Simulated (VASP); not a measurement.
# HgTe in VASP: notebook

The runs below take HgTe through electric field gradients, density of states, with PBEsol.

All numbers are computed with VASP 6.6.1; they aren't measurements. Logs are shortened: lines on timing, memory, paths and dates and some standing lists are left out, and cuts for length are marked.

### Step 1. The cell of the first run

The structure is cubic, space group Fm-3m (No. 225). The conventional cell has a = 5.843 Å, b = 5.843 Å, c = 5.843 Å, α = 90.00°, β = 90.00°, γ = 90.00°. Hg (site symmetry m-3m) has 6 Te at 2.92 Å within 3.8 Å. Te (site symmetry m-3m) has 6 Hg at 2.92 Å within 3.8 Å.

### Step 2. Electric field gradients, PBEsol

INCAR reads:

```
SYSTEM = HgTe
PREC = Accurate ; ENCUT = 520
EDIFF = 1E-8 ; ISMEAR = -1
SIGMA = 0.08 ; LREAL = .False.
LASPH = .True. ; NELM = 60
ALGO = Normal ; ISIF = 2
LWAVE = .False. ; LCHARG = .False.
GGA = PS ; LEFG = .True.
NBANDS = 16
```

KPOINTS reads:

```
regular mesh
0
Gamma
  12 12 12
  0 0 0
```

POSCAR reads:

```
HgTe
1.0
    0.0000000000      2.9215000000      2.9215000000
    2.9215000000      0.0000000000      2.9215000000
    2.9215000000      2.9215000000      0.0000000000
Hg Te
1 1
Direct
    0.0000000000      0.0000000000      0.0000000000
    0.5000000000      0.5000000000      0.5000000000
```

Potentials or basis: VASP PAW PBE potentials, release 64 (Hg, Te).

The run is started by

```sh
cat potpaw_PBE.64/Hg/POTCAR potpaw_PBE.64/Te/POTCAR > POTCAR
mpirun -np 1 vasp_std > vasp.out
```

OUTCAR:

```text
SYSTEM = HgTe
   PREC = Accurate
   ENCUT = 520
   EDIFF = 1E-8
   ISMEAR = -1
   LREAL = .False.
   LASPH = .True.
   NELM = 60
   ISIF = 2
   GGA = PS

 ion  position               nearest neighbor table
   1  0.000  0.000  0.000-   2 2.92   2 2.92   2 2.92   2 2.92   2 2.92   2 2.92
   2  0.500  0.500  0.500-   1 2.92   1 2.92   1 2.92   1 2.92   1 2.92   1 2.92

  LATTYP: Found a face centered cubic cell.
 ALAT       =     5.8430000000

  Lattice vectors:

 A1 = (   0.0000000000,   2.9215000000,   2.9215000000)
 A2 = (   2.9215000000,   0.0000000000,   2.9215000000)
 A3 = (   2.9215000000,   2.9215000000,   0.0000000000)

Analysis of symmetry for initial positions (statically):
=====================================================================
 Subroutine PRICEL returns:
 Original cell was already a primitive cell.

 Routine SETGRP: Setting up the symmetry group for a
 face centered cubic supercell.

 Subroutine GETGRP returns: Found 48 space group operations
 (whereof 48 operations were pure point group operations)
 out of a pool of 48 trial point group operations.

The static configuration has the point symmetry O_h .

Analysis of symmetry for dynamics (positions and initial velocities):
=====================================================================
 Subroutine PRICEL returns:
 Original cell was already a primitive cell.

 Routine SETGRP: Setting up the symmetry group for a
 face centered cubic supercell.

 Subroutine GETGRP returns: Found 48 space group operations
 (whereof 48 operations were pure point group operations)
 out of a pool of 48 trial point group operations.

The dynamic configuration has the point symmetry O_h .

 Subroutine INISYM returns: Found 48 space group operations
 (whereof 48 operations are pure point group operations),
 and found     1 'primitive' translations

----------------------------------------------------------------------------------------

                                     Primitive cell

  volume of cell :      49.8710

  direct lattice vectors                    reciprocal lattice vectors
     0.000000000  2.921500000  2.921500000    -0.171144960  0.171144960  0.171144960
     2.921500000  0.000000000  2.921500000     0.171144960 -0.171144960  0.171144960
     2.921500000  2.921500000  0.000000000     0.171144960  0.171144960 -0.171144960

  length of vectors
     4.131624922  4.131624922  4.131624922     0.296431766  0.296431766  0.296431766

  position of ions in fractional coordinates (direct lattice)
     0.000000000  0.000000000  0.000000000
     0.500000000  0.500000000  0.500000000

  ion indices of the primitive-cell ions
   primitive index   ion index
                 1           1
                 2           2

----------------------------------------------------------------------------------------

 KPOINTS: regular mesh

Automatic generation of k-mesh.
 Grid dimensions read from file:
 generate k-points for:   12   12   12

 Generating k-lattice:

  Cartesian coordinates                     Fractional coordinates (reciprocal lattice)
    -0.014262080  0.014262080  0.014262080     0.083333333  0.000000000  0.000000000
     0.014262080 -0.014262080  0.014262080     0.000000000  0.083333333  0.000000000
     0.014262080  0.014262080 -0.014262080     0.000000000  0.000000000  0.083333333

  Length of vectors
     0.024702647  0.024702647  0.024702647

  Shift w.r.t. Gamma in fractional coordinates (k-lattice)
     0.000000000  0.000000000  0.000000000

 Subroutine IBZKPT returns following result:
 ===========================================

 Found     72 irreducible k-points:

 Following reciprocal coordinates:
            Coordinates               Weight
  0.000000  0.000000  0.000000      1.000000
  0.083333  0.000000  0.000000      8.000000
  0.166667  0.000000  0.000000      8.000000
  0.250000  0.000000  0.000000      8.000000
  0.333333  0.000000  0.000000      8.000000
  0.416667  0.000000  0.000000      8.000000
[... 16 lines left out ...]
  0.500000  0.166667  0.000000     24.000000
 -0.416667  0.166667  0.000000     24.000000
 [... further k-points ...]
   k-points           NKPTS =     72   k-points in BZ     NKDIM =     72   number of bands    NBANDS=     16
   number of dos      NEDOS =    301   number of ions     NIONS =      2
   total plane-waves  NPLWV =  32768
   dimension x,y,z NGX =    32 NGY =   32 NGZ =   32
   dimension x,y,z NGXF=    64 NGYF=   64 NGZF=   64
   ions per type =               1   1
   NGX,Y,Z   is equivalent  to a cutoff of  12.88, 12.88, 12.88 a.u.
   NGXF,Y,Z  is equivalent  to a cutoff of  25.75, 25.75, 25.75 a.u.
 SYSTEM =  HgTe
   PREC   = accura    normal or accurate (medium, high low for compatibility)
   ISTART =      0    job   : 0-new  1-cont  2-samecut
   ICHARG =      2    charge: 1-file 2-atom 10-const
   ISPIN  =      1    spin polarized calculation?
   LNONCOLLINEAR =      F non collinear calculations
   LSORBIT =      F    spin-orbit coupling
   LASPH  =      T    aspherical Exc in radial PAW
   ENCUT  =  520.0 eV  38.22 Ry    6.18 a.u.   7.68  7.68  7.68*2*pi/ulx,y,z
   NELM   =     60;   NELMIN=  2; NELMDL= -5     # of ELM steps
   EDIFF  = 0.1E-07   stopping-criterion for ELM
   LREAL  =      F    real-space projection
   EDIFFG = 0.1E-06   stopping-criterion for IOM
   NSW    =      0    number of steps for IOM
   IBRION =     -1    ionic relax: 0-MD 1-quasi-New 2-CG
   NFREE  =      0    steps in history (QN), initial steepest desc. (CG)
   ISIF   =      2    stress and relaxation
   ISYM   =      2    0-nonsym 1-usesym 2-fastsym
   POTIM  = 0.5000    time-step for ionic-motion
   TEBEG  =    0.0;   TEEND  =   0.0 temperature during run
   PSTRESS=    0.0 pullay stress
   NELECT =      18.0000    total number of electrons
   NUPDOWN=      -1.0000    fix difference up-down
   EMIN   =  10.00;   EMAX   =-10.00  energy-range for DOS
   EFERMI =   0.00;   METHOD = LEGACY
   ISMEAR =    -1;   SIGMA  =   0.08  broadening in eV -4-tet -1-fermi 0-gaus
   EFERMI_NEDOS =   21; number of points for ismear=-14 and -15
   IALGO  =     38    algorithm
   IMIX   =      4    mixing-type and parameters
     AMIX     =   0.40;   BMIX     =  1.00
     AMIX_MAG =   1.60;   BMIX_MAG =  1.00
  volume/ion in A,a.u.               =      24.94       168.27
  Fermi-wavevector in a.u.,A,eV,Ry     =   1.165601  2.202666 18.485213  1.358625
  Thomas-Fermi vector in A             =   2.302124
   LORBIT       =      0    0 simple, 1 ext, 2 COOP (PROOUT), +10 PAW based schemes
   GGA     = PS    functional components
   LHFCALC =     F    Hartree Fock is set to
   AEXX    =    0.0000 exact exchange contribution
   IVDW    =     0    specifies the selected vdW correction
   LEPSILON=     F    determine dielectric tensor
   LRPA    =     F    only Hartree local field effects (RPA)
 non-spin polarized calculation
  energy-cutoff  :      520.00
  volume of cell :       49.87
 maximum number of plane-waves:      1363
   NGX = 15   NGY = 15   NGZ = 15

 number of electron      18.0000001 magnetization

 Free energy of the ion-electron system (eV)
  ---------------------------------------------------
  ext. energy  EPLUGINS =         0.00000000
  ---------------------------------------------------
  free energy    TOTEN  =        -4.13151481 eV

  energy without entropy =       -4.10756580  energy(sigma->0) =       -4.11954031

 E-fermi :   5.7594     XC(G=0): -10.6660

 val. band max:        5.7195072541   @ k =   0.4167   0.2500   0.0000
 cond. band min:       5.8068609287   @ k =   0.3333   0.0000   0.0000
 fundamental gap:      0.0873536746
 Fermi energy:         5.7594250462

 k-point     1 :       0.0000    0.0000    0.0000
  band No.  band energies     occupation
      1      -7.2802      2.00000
      2      -1.4441      2.00000
      3      -1.4441      2.00000
      4      -1.3788      2.00000
      5      -1.3788      2.00000
      6      -1.3788      2.00000
[... 8 lines left out ...]
     15      13.8100      0.00000
     16      13.8100      0.00000

 k-point     2 :       0.0833    0.0000    0.0000
  band No.  band energies     occupation
      1      -7.2041      2.00000
      2      -1.4767      2.00000
      3      -1.4767      2.00000
      4      -1.3919      2.00000
      5      -1.3667      2.00000
      6      -1.3667      2.00000
[... 8 lines left out ...]
     15      13.8680      0.00000
     16      13.8680      0.00000
[... 387 lines left out ...]
      5      -1.1307      2.00000
      6      -1.1176      2.00000
[... 8 lines left out ...]
     15      17.1741      0.00000
     16      17.7117      0.00000

 k-point    24 :      -0.4167    0.1667    0.0000
  band No.  band energies     occupation
      1      -5.6595      2.00000
      2      -2.0424      2.00000
      3      -1.8597      2.00000
      4      -1.6458      2.00000
      5      -1.1356      2.00000
      6      -1.0988      2.00000
[... 8 lines left out ...]
     15      16.1400      0.00000
     16      16.8531      0.00000

 [... further k-points ...]
[... 5 lines left out ...]
  --------------------------------------------------------------------------------------
  -------------------------------------------------------------------------------------
  Total        1.9840447      1.9840447      1.9840447      0.0000000      0.0000000      0.0000000
  in kB       63.7403388     63.7403388     63.7403388      0.0000000      0.0000000      0.0000000
  external PRESSURE =      63.7403388 kB  Pullay stress =       0.0000000 kB

 VOLUME and BASIS-vectors are now :
 -----------------------------------------------------------------------------
  energy-cutoff  :      520.00
  volume of cell :       49.87
      direct lattice vectors                 reciprocal lattice vectors
     0.000000000  2.921500000  2.921500000    -0.171144960  0.171144960  0.171144960
     2.921500000  0.000000000  2.921500000     0.171144960 -0.171144960  0.171144960
     2.921500000  2.921500000  0.000000000     0.171144960  0.171144960 -0.171144960

 POSITION                                       TOTAL-FORCE (eV/Angst)
 -----------------------------------------------------------------------------------
      0.00000      0.00000      0.00000         0.000000      0.000000      0.000000
      2.92150      2.92150      2.92150         0.000000     -0.000000     -0.000000
 -----------------------------------------------------------------------------------
    total drift:                                0.000000     -0.000000     -0.000000

  FREE ENERGIE OF THE ION-ELECTRON SYSTEM (eV)
  ---------------------------------------------------
  free  energy   TOTEN  =        -4.1315148139 eV

  energy  without entropy=       -4.1075658046  energy(sigma->0) =       -4.11954031

 Electric field gradients (V/A^2)
---------------------------------------------------------------------
 ion       V_xx      V_yy      V_zz      V_xy      V_xz      V_yz
---------------------------------------------------------------------
   1       0.000    -0.000    -0.000     0.000     0.000     0.000
   2      -0.000    -0.000     0.000    -0.000    -0.000    -0.000
---------------------------------------------------------------------

 Electric field gradients after diagonalization (V/A^2)
 (convention: |V_zz| > |V_xx| > |V_yy|)
----------------------------------------------------------------------
 ion       V_xx      V_yy      V_zz     asymmetry (V_yy - V_xx)/ V_zz
----------------------------------------------------------------------
   1      -0.000    -0.000     0.001       0.000
   2       0.000     0.000    -0.000       0.000
----------------------------------------------------------------------

           NMR quadrupolar parameters

 Cq : quadrupolar parameter    Cq=e*Q*V_zz/h
 eta: asymmetry parameters     (V_yy - V_xx)/ V_zz
 Q  : nuclear electric quadrupole moment in mb (millibarn)
----------------------------------------------------------------------
 ion       Cq(MHz)       eta       Q (mb)
----------------------------------------------------------------------
   1       0.000       0.000       1.000
   2      -0.000       0.000       1.000
----------------------------------------------------------------------
```

It took 43 s on 1 thread of Intel Xeon Platinum 8488C (Sapphire Rapids), shared host; peak memory 0.21 GiB.

What came out:

```
Free energy            : -4.1315 eV
Pressure               : 6.4 GPa
Band gap on the k mesh : zero (band 9 reaches 6.22 eV, above the bottom of band 10 at 2.95 eV)
```

Caveat: without QUAD_EFG the Cq values of the log hold for a quadrupole moment of 1 mb, not for the nuclei; the PAW data sets were made with another functional, which shifts forces and pressure a little; spin-orbit coupling is left out, which moves the levels of the heavy elements.

### Step 3. Density of states, PBEsol

POSCAR is that of step 2.

INCAR.step1 reads:

```
ALGO = Normal
EDIFF = 1E-7
ENCUT = 520
GGA = PS
ISIF = 2
ISMEAR = -1
LASPH = True
LCHARG = True
LREAL = False
LWAVE = False
NBANDS = 16
NELM = 60
PREC = Accurate
SIGMA = 0.08
```

KPOINTS.step1 reads:

```
k-points
0
Gamma
  12 12 12
```

INCAR.step2 reads:

```
ALGO = Normal
EDIFF = 1E-7
ENCUT = 520
GGA = PS
ICHARG = 11
ISIF = 2
ISMEAR = -5
LASPH = True
LCHARG = False
LORBIT = 11
LREAL = False
LWAVE = False
NBANDS = 16
NEDOS = 2001
NELM = 60
PREC = Accurate
SIGMA = 0.08
```

KPOINTS.step2 reads:

```
k-points
0
Gamma
  18 18 18
```

Potentials or basis: VASP PAW PBE potentials, release 64 (Hg, Te).

The run is started by

```sh
cat potpaw_PBE.64/Hg/POTCAR potpaw_PBE.64/Te/POTCAR > POTCAR
cp INCAR.step1 INCAR
cp KPOINTS.step1 KPOINTS
mpirun -np 1 vasp_std > vasp.out
cp INCAR.step2 INCAR
cp KPOINTS.step2 KPOINTS
mpirun -np 1 vasp_std > vasp.out
```

Run time: 1.8 min. Hardware: 1 thread of Intel Xeon Platinum 8488C (Sapphire Rapids), shared host; peak memory 0.29 GiB.

It converged, with:

```yaml
Valence_electrons_inside_the_program's_atomic_spheres: Hg 10.53; Te 3.36
```

Levels at points of the mesh, in eV from the Fermi level:
```
           k point  band 5  band 6  band 7  band 8  band 9  band 10  band 11  band 12  band 13  band 14
(0.00, 0.00, 0.00)   -7.16   -7.16   -0.90   -0.90   -0.90    -0.42     7.69     7.69     7.69     7.75
(0.50, 0.00, 0.00)   -6.92   -6.92   -6.06    0.43    0.43     2.38     3.71     3.71     4.33    10.75
(0.50, 0.50, 0.00)   -6.81   -5.97   -5.22   -2.97   -2.83    -2.83     4.58     9.85     9.85    10.46
```

Caveat: the PAW data sets were made with another functional, which shifts forces and pressure a little; spin-orbit coupling is left out, which moves the levels of the heavy elements; tetrahedron occupations give inexact forces and stress in metals.

(Continued in part 2 of 2.)
